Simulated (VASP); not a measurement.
# PN (P4/mmm) in VASP: notebook

PN is run at these levels: PBE+D3(BJ); tasks: single point, relaxation of cell and atoms.

All numbers are computed with VASP 6.6.1; they aren't measurements. Logs are shortened: lines on timing, memory, paths and dates and some standing lists are left out, and cuts for length are marked.

### Step 1. The cell of the first run

It takes space group P4/mmm (No. 123, tetragonal). The conventional cell has a = 2.657 Å, b = 2.657 Å, c = 2.627 Å, α = 90.00°, β = 90.00°, γ = 90.00°. Within 2.5 Å of P (site symmetry 4/mmm) lie 4 N at 1.88 Å. N (site symmetry 4/mmm) has 4 P at 1.88 Å within 2.5 Å.

### Step 2. Single point, PBE+D3(BJ)

Contents of INCAR:

```
SYSTEM = PN
ALGO     = Normal         ! electronic algorithm
EDIFF    = 1E-6           ! SCF threshold, eV
ENCUT    = 520            ! plane-wave cutoff, eV
GGA      = PE             ! functional
ISIF     = 2              ! what is computed and relaxed
ISMEAR   = 0              ! smearing method
IVDW     = 12             ! dispersion correction
LASPH    = .True.         ! aspherical terms in the spheres
LCHARG   = .False.        ! write CHGCAR
LREAL    = .False.        ! projectors in reciprocal space
LWAVE    = .False.        ! write WAVECAR
NBANDS   = 12             ! bands
NELM     = 80             ! most SCF steps
PREC     = Accurate       ! precision mode
SIGMA    = 0.1            ! smearing width, eV
```

Contents of KPOINTS:

```
k-points
0
Gamma
  6 6 4
  0 0 0
```

Contents of POSCAR:

```
PN
1.0
    2.6573697586      0.0000000000      0.0000000000
    0.0000000000      2.6573697586      0.0000000000
    0.0000000000      0.0000000000      2.6270088182
P N
1 1
Direct
    0.0000000000      0.0000000000      0.5000000000
    0.5000000000      0.5000000000      0.5000000000
```

Potentials or basis: VASP PAW PBE potentials, release 64 (P, N).

On the command line:

```bash
> cat potpaw_PBE.64/P/POTCAR potpaw_PBE.64/N/POTCAR > POTCAR
> mpirun -np 1 vasp_std > vasp.out
```

OUTCAR:

```text
SYSTEM = PN
   EDIFF = 1E-6
   ENCUT = 520
   GGA = PE
   ISIF = 2
   ISMEAR = 0
   IVDW = 12
   LASPH = .True.
   LREAL = .False.
   NELM = 80
   PREC = Accurate
 IVDW          = 12

 ion  position               nearest neighbor table
   1  0.000  0.000  0.500-   2 1.88   2 1.88   2 1.88   2 1.88
   2  0.500  0.500  0.500-   1 1.88   1 1.88   1 1.88   1 1.88

  LATTYP: Found a simple tetragonal cell.
 ALAT       =     2.6573697586
 C/A-ratio  =     0.9885748153

  Lattice vectors:

 A1 = (   2.6573697586,   0.0000000000,   0.0000000000)
 A2 = (   0.0000000000,   2.6573697586,   0.0000000000)
 A3 = (   0.0000000000,   0.0000000000,   2.6270088182)

Analysis of symmetry for initial positions (statically):
=====================================================================
 Subroutine PRICEL returns:
 Original cell was already a primitive cell.

 Routine SETGRP: Setting up the symmetry group for a
 simple tetragonal supercell.

 Subroutine GETGRP returns: Found 16 space group operations
 (whereof 16 operations were pure point group operations)
 out of a pool of 16 trial point group operations.

The static configuration has the point symmetry D_4h.

Analysis of symmetry for dynamics (positions and initial velocities):
=====================================================================
 Subroutine PRICEL returns:
 Original cell was already a primitive cell.

 Routine SETGRP: Setting up the symmetry group for a
 simple tetragonal supercell.

 Subroutine GETGRP returns: Found 16 space group operations
 (whereof 16 operations were pure point group operations)
 out of a pool of 16 trial point group operations.

The dynamic configuration has the point symmetry D_4h.

 Subroutine INISYM returns: Found 16 space group operations
 (whereof 16 operations are pure point group operations),
 and found     1 'primitive' translations

----------------------------------------------------------------------------------------

                                     Primitive cell

  volume of cell :      18.5509

  direct lattice vectors                    reciprocal lattice vectors
     2.657369759  0.000000000  0.000000000     0.376311952  0.000000000  0.000000000
     0.000000000  2.657369759  0.000000000     0.000000000  0.376311952  0.000000000
     0.000000000  0.000000000  2.627008818     0.000000000  0.000000000  0.380661075

  length of vectors
     2.657369759  2.657369759  2.627008818     0.376311952  0.376311952  0.380661075

  position of ions in fractional coordinates (direct lattice)
     0.000000000  0.000000000  0.500000000
     0.500000000  0.500000000  0.500000000

  ion indices of the primitive-cell ions
   primitive index   ion index
                 1           1
                 2           2

----------------------------------------------------------------------------------------

 KPOINTS: k-points

Automatic generation of k-mesh.
 Grid dimensions read from file:
 generate k-points for:    6    6    4

 Generating k-lattice:

  Cartesian coordinates                     Fractional coordinates (reciprocal lattice)
     0.062718659  0.000000000  0.000000000     0.166666667  0.000000000  0.000000000
     0.000000000  0.062718659  0.000000000     0.000000000  0.166666667  0.000000000
     0.000000000  0.000000000  0.095165269     0.000000000  0.000000000  0.250000000

  Length of vectors
     0.062718659  0.062718659  0.095165269

  Shift w.r.t. Gamma in fractional coordinates (k-lattice)
     0.000000000  0.000000000  0.000000000

 Subroutine IBZKPT returns following result:
 ===========================================

 Found     30 irreducible k-points:

 Following reciprocal coordinates:
            Coordinates               Weight
  0.000000  0.000000  0.000000      1.000000
  0.166667  0.000000  0.000000      4.000000
  0.333333  0.000000  0.000000      4.000000
  0.500000  0.000000  0.000000      2.000000
  0.166667  0.166667  0.000000      4.000000
  0.333333  0.166667  0.000000      8.000000
[... 16 lines left out ...]
  0.333333  0.000000  0.500000      4.000000
  0.500000  0.000000  0.500000      2.000000
 [... further k-points ...]
   k-points           NKPTS =     30   k-points in BZ     NKDIM =     30   number of bands    NBANDS=     12
   number of dos      NEDOS =    301   number of ions     NIONS =      2
   total plane-waves  NPLWV =   8000
   dimension x,y,z NGX =    20 NGY =   20 NGZ =   20
   dimension x,y,z NGXF=    40 NGYF=   40 NGZF=   40
   ions per type =               1   1
   NGX,Y,Z   is equivalent  to a cutoff of  12.51, 12.51, 12.66 a.u.
   NGXF,Y,Z  is equivalent  to a cutoff of  25.02, 25.02, 25.31 a.u.
 SYSTEM =  PN
   PREC   = accura    normal or accurate (medium, high low for compatibility)
   ISTART =      0    job   : 0-new  1-cont  2-samecut
   ICHARG =      2    charge: 1-file 2-atom 10-const
   ISPIN  =      1    spin polarized calculation?
   LNONCOLLINEAR =      F non collinear calculations
   LSORBIT =      F    spin-orbit coupling
   LASPH  =      T    aspherical Exc in radial PAW
   ENCUT  =  520.0 eV  38.22 Ry    6.18 a.u.   4.94  4.94  4.88*2*pi/ulx,y,z
   NELM   =     80;   NELMIN=  2; NELMDL= -5     # of ELM steps
   EDIFF  = 0.1E-05   stopping-criterion for ELM
   LREAL  =      F    real-space projection
   EDIFFG = 0.1E-04   stopping-criterion for IOM
   NSW    =      0    number of steps for IOM
   IBRION =     -1    ionic relax: 0-MD 1-quasi-New 2-CG
   NFREE  =      0    steps in history (QN), initial steepest desc. (CG)
   ISIF   =      2    stress and relaxation
   ISYM   =      2    0-nonsym 1-usesym 2-fastsym
   POTIM  = 0.5000    time-step for ionic-motion
   TEBEG  =    0.0;   TEEND  =   0.0 temperature during run
   PSTRESS=    0.0 pullay stress
   NELECT =      10.0000    total number of electrons
   NUPDOWN=      -1.0000    fix difference up-down
   EMIN   =  10.00;   EMAX   =-10.00  energy-range for DOS
   EFERMI =   0.00;   METHOD = LEGACY
   ISMEAR =     0;   SIGMA  =   0.10  broadening in eV -4-tet -1-fermi 0-gaus
   EFERMI_NEDOS =   21; number of points for ismear=-14 and -15
   IALGO  =     38    algorithm
   IMIX   =      4    mixing-type and parameters
     AMIX     =   0.40;   BMIX     =  1.00
     AMIX_MAG =   1.60;   BMIX_MAG =  1.00
  volume/ion in A,a.u.               =       9.28        62.59
  Fermi-wavevector in a.u.,A,eV,Ry     =   1.332354  2.517784 24.152619  1.775167
  Thomas-Fermi vector in A             =   2.461295
   LORBIT       =      0    0 simple, 1 ext, 2 COOP (PROOUT), +10 PAW based schemes
   GGA     = PE    functional components
   LHFCALC =     F    Hartree Fock is set to
   AEXX    =    0.0000 exact exchange contribution
   IVDW    =    12    specifies the selected vdW correction
   LEPSILON=     F    determine dielectric tensor
   LRPA    =     F    only Hartree local field effects (RPA)
 non-spin polarized calculation
 Gauss-broadening in eV      SIGMA  =   0.10
  energy-cutoff  :      520.00
  volume of cell :       18.55
 maximum number of plane-waves:       512
 NGX is ok and might be reduce to    20
   NGX =  9   NGY =  9   NGZ =  9

 number of electron      10.0000000 magnetization

 number of electron       9.9999997 magnetization

 Free energy of the ion-electron system (eV)
  ---------------------------------------------------
  ext. energy  EPLUGINS =         0.00000000
  ---------------------------------------------------
  free energy    TOTEN  =       -12.02238358 eV

  energy without entropy =      -12.01979138  energy(sigma->0) =      -12.02108748

 E-fermi :  10.9116     XC(G=0): -12.2935

 val. band max:       10.7802414847   @ k =   0.5000   0.1667   0.5000
 cond. band min:      11.0103561732   @ k =   0.1667   0.1667   0.2500
 fundamental gap:      0.2301146885
 Fermi energy:        10.9115928627

 k-point     1 :       0.0000    0.0000    0.0000
  band No.  band energies     occupation
      1     -10.6178      2.00000
      2       4.9514      2.00000
      3       4.9514      2.00000
      4       6.4536      2.00000
      5       7.7164      2.00000
      6      14.5553      0.00000
      7      17.8922      0.00000
      8      18.6231      0.00000
      9      21.1159      0.00000
     10      21.1159      0.00000
     11      27.1835      0.00000
     12      29.7581      0.00000

 k-point     2 :       0.1667    0.0000    0.0000
  band No.  band energies     occupation
      1     -10.1279      2.00000
      2       1.6468      2.00000
      3       5.3129      2.00000
      4       8.0772      2.00000
      5       8.4357      2.00000
      6      16.1038      0.00000
      7      17.8380      0.00000
      8      18.4843      0.00000
      9      18.7268      0.00000
     10      20.3627      0.00000
     11      29.0520      0.00000
     12      30.0609      0.00000

 k-point     3 :       0.3333    0.0000    0.0000
  band No.  band energies     occupation
      1      -8.7222      2.00000
      2      -2.2407      2.00000
      3       6.2305      2.00000
      4       8.9962      2.00000
      5      10.2355      2.00000
      6      15.1217      0.00000
      7      15.3241      0.00000
      8      16.0515      0.00000
      9      20.8492      0.00000
     10      23.0015      0.00000
     11      27.2711      0.00000
     12      28.5199      0.00000

 k-point     4 :       0.5000    0.0000    0.0000
  band No.  band energies     occupation
      1      -7.2613      2.00000
      2      -4.5790      2.00000
      3       6.8722      2.00000
      4       9.6486      2.00000
      5      11.6481      0.00000
      6      13.6052      0.00000
      7      13.6635      0.00000
      8      14.9728      0.00000
      9      22.9549      0.00000
     10      23.5732      0.00000
     11      26.8273      0.00000
     12      28.4882      0.00000

 k-point     5 :       0.1667    0.1667    0.0000
  band No.  band energies     occupation
      1      -9.6432      2.00000
      2       1.5377      2.00000
      3       2.8448      2.00000
      4       8.4232      2.00000
      5      10.1248      2.00000
      6      15.4397      0.00000
      7      17.4236      0.00000
      8      17.7999      0.00000
      9      19.4796      0.00000
     10      22.4445      0.00000
     11      27.3516      0.00000
     12      28.1646      0.00000
[... 228 lines left out ...]
      1      -9.0010      2.00000
      2       0.4504      2.00000
      3       5.7006      2.00000
      4       5.7006      2.00000
      5      10.1552      2.00000
      6      12.7248      0.00000
      7      16.3440      0.00000
      8      21.8250      0.00000
      9      21.8250      0.00000
     10      22.6060      0.00000
     11      22.6060      0.00000
     12      27.5047      0.00000

 k-point    22 :       0.1667    0.0000    0.5000
  band No.  band energies     occupation
      1      -8.5419      2.00000
      2       0.9695      2.00000
      3       3.0981      2.00000
      4       6.0249      2.00000
      5      11.3465      0.00000
      6      11.7297      0.00000
      7      18.0939      0.00000
      8      19.8579      0.00000
      9      20.7305      0.00000
     10      21.8688      0.00000
     11      22.3039      0.00000
     12      29.8708      0.00000

 k-point    23 :       0.3333    0.0000    0.5000
  band No.  band energies     occupation
      1      -7.2592      2.00000
      2      -0.5156      2.00000
      3       2.5077      2.00000
      4       6.8223      2.00000
      5       8.2015      2.00000
      6      13.5975      0.00000
      7      16.5708      0.00000
      8      18.0273      0.00000
      9      20.5497      0.00000
     10      23.5757      0.00000
     11      24.4993      0.00000
     12      29.0372      0.00000

 k-point    24 :       0.5000    0.0000    0.5000
  band No.  band energies     occupation
      1      -6.0795      2.00000
      2      -2.5360      2.00000
      3       4.8387      2.00000
      4       5.1575      2.00000
      5       7.3465      2.00000
      6      15.1660      0.00000
      7      15.5016      0.00000
      8      15.9307      0.00000
      9      20.8247      0.00000
     10      24.5609      0.00000
     11      27.7708      0.00000
     12      28.1518      0.00000

 [... further k-points ...]

------------------------ aborting loop because EDIFF is reached ----------------------------------------

 Edisp (eV)   -0.71803

 E8    (eV) :    -0.2471

  FORCE on cell =-STRESS in cart. coord.  units (eV):
  Direction    XX          YY          ZZ          XY          YZ          ZX
  --------------------------------------------------------------------------------------
  -------------------------------------------------------------------------------------
  Total      -0.13680    -0.13680    -0.03638     0.00000     0.00000    -0.00000
  in kB     -11.81461   -11.81461    -3.14211     0.00000     0.00000    -0.00000
  external pressure =       -8.92 kB  Pullay stress =        0.00 kB

 VOLUME and BASIS-vectors are now :
 -----------------------------------------------------------------------------
  energy-cutoff  :      520.00
  volume of cell :       18.55
      direct lattice vectors                 reciprocal lattice vectors
     2.657369759  0.000000000  0.000000000     0.376311952  0.000000000  0.000000000
     0.000000000  2.657369759  0.000000000     0.000000000  0.376311952  0.000000000
     0.000000000  0.000000000  2.627008818     0.000000000  0.000000000  0.380661075

 POSITION                                       TOTAL-FORCE (eV/Angst)
 -----------------------------------------------------------------------------------
      0.00000      0.00000      1.31350         0.000000      0.000000      0.000000
      1.32868      1.32868      1.31350         0.000000      0.000000      0.000000
 -----------------------------------------------------------------------------------
    total drift:                                0.000000      0.000000      0.000000

  FREE ENERGIE OF THE ION-ELECTRON SYSTEM (eV)
  ---------------------------------------------------
  free  energy   TOTEN  =       -12.7404168278 eV

  energy  without entropy=      -12.7378246276  energy(sigma->0) =      -12.73912073
```

Wall time 3 s (1 thread of Intel Xeon 6975P-C (Granite Rapids), shared host); peak memory 0.13 GiB.

Results:

| Quantity | Value |
| --- | --- |
| Free energy | -12.7404 eV |
| Pressure | -0.9 GPa |
| Band gap on the k mesh | zero (band 5 reaches 11.65 eV, above the bottom of band 6 at 6.78 eV) |
| Dispersion energy per atom | -0.359 eV |

Levels at points of the mesh, in eV from the Fermi level:
| k point | band 1 | band 2 | band 3 | band 4 | band 5 | band 6 | band 7 | band 8 | band 9 | band 10 |
| --- | --- | --- | --- | --- | --- | --- | --- | --- | --- | --- |
| (0.00, 0.00, 0.00) | -21.53 | -5.96 | -5.96 | -4.46 | -3.20 | 3.64 | 6.98 | 7.71 | 10.20 | 10.20 |
| (0.50, 0.00, 0.00) | -18.17 | -15.49 | -4.04 | -1.26 | 0.74 | 2.69 | 2.75 | 4.06 | 12.04 | 12.66 |
| (0.50, 0.50, 0.00) | -15.66 | -11.52 | -11.52 | -9.82 | -0.20 | 6.17 | 10.12 | 10.12 | 12.22 | 12.62 |
| (0.00, 0.00, 0.50) | -19.91 | -10.46 | -5.21 | -5.21 | -0.76 | 1.81 | 5.43 | 10.91 | 10.91 | 11.69 |
| (0.50, 0.00, 0.50) | -16.99 | -13.45 | -6.07 | -5.75 | -3.57 | 4.25 | 4.59 | 5.02 | 9.91 | 13.65 |
| (0.50, 0.50, 0.50) | -14.68 | -10.33 | -10.33 | -6.40 | -3.83 | -3.24 | 3.06 | 3.06 | 12.73 | 12.73 |

Caveat: the k points lie up to 0.60 Å⁻¹ apart; pairwise dispersion overbinds metals, which lowers pressure and volume.

### Step 3. Single point, PBE+D3(BJ)

This run uses another cell than the first one, of 9.31 Å³/atom, 1.004 times its volume.

Contents of INCAR:

```
SYSTEM = PN
PREC = Accurate
ENCUT = 520
EDIFF = 1E-6
ISMEAR = 0
SIGMA = 0.1
LREAL = .FALSE.
LASPH = .TRUE.
NELM = 100
ALGO = Normal
ISIF = 2
LWAVE = .FALSE.
LCHARG = .FALSE.
GGA = PE
IVDW = 12
NBANDS = 12
```

Contents of KPOINTS:

```
regular mesh
0
G
  6 6 6
  0 0 0
```

Contents of POSCAR:

```
PN
1.0
    2.6555082070      0.0000000000      0.0000000000
    0.0000000000      2.6555082070      0.0000000000
    0.0000000000      0.0000000000      2.6415535621
P N
1 1
Direct
    0.0000000000      0.0000000000      0.5000000000
    0.5000000000      0.5000000000      0.5000000000
```

Potentials or basis: VASP PAW PBE potentials, release 64 (P, N).

On the command line:

```bash
> cat potpaw_PBE.64/P/POTCAR potpaw_PBE.64/N/POTCAR > POTCAR
> mpirun -np 1 vasp_std > vasp.out
```

It took 3.6 s on 1 thread of Intel Xeon 6975P-C (Granite Rapids), shared host; peak memory 0.13 GiB.

It converged, with:

| Quantity | Value |
| --- | --- |
| Free energy | -12.7921 eV |
| Pressure | -0.8 GPa |
| Band gap on the k mesh | zero (band 5 reaches 11.60 eV, above the bottom of band 6 at 6.84 eV) |
| Dispersion energy per atom | -0.357 eV |

Stress tensor (GPa, compression positive):
```
-1.09  0.00  0.00
 0.00 -1.09  0.00
 0.00  0.00 -0.08
```

Levels at points of the mesh, in eV from the Fermi level:
```
           k point  band 3  band 4  band 5  band 6  band 7  band 8
(0.00, 0.00, 0.00)   -5.69   -4.09   -3.03    3.99    7.21    7.94
(0.50, 0.00, 0.00)   -3.80   -1.11    1.08    3.09    3.09    4.30
(0.50, 0.50, 0.00)  -11.22   -9.38   -0.05    6.43   10.40   10.40
(0.00, 0.00, 0.50)   -4.98   -4.98   -0.47    2.16    5.72   11.33
(0.50, 0.00, 0.50)   -5.78   -5.31   -3.35    4.59    4.88    5.29
(0.50, 0.50, 0.50)  -10.09   -6.08   -3.56   -2.76    3.44    3.44
```

Caveat: the k points lie up to 0.40 Å⁻¹ apart; pairwise dispersion overbinds metals, which lowers pressure and volume.

[end of part 1 of 2]
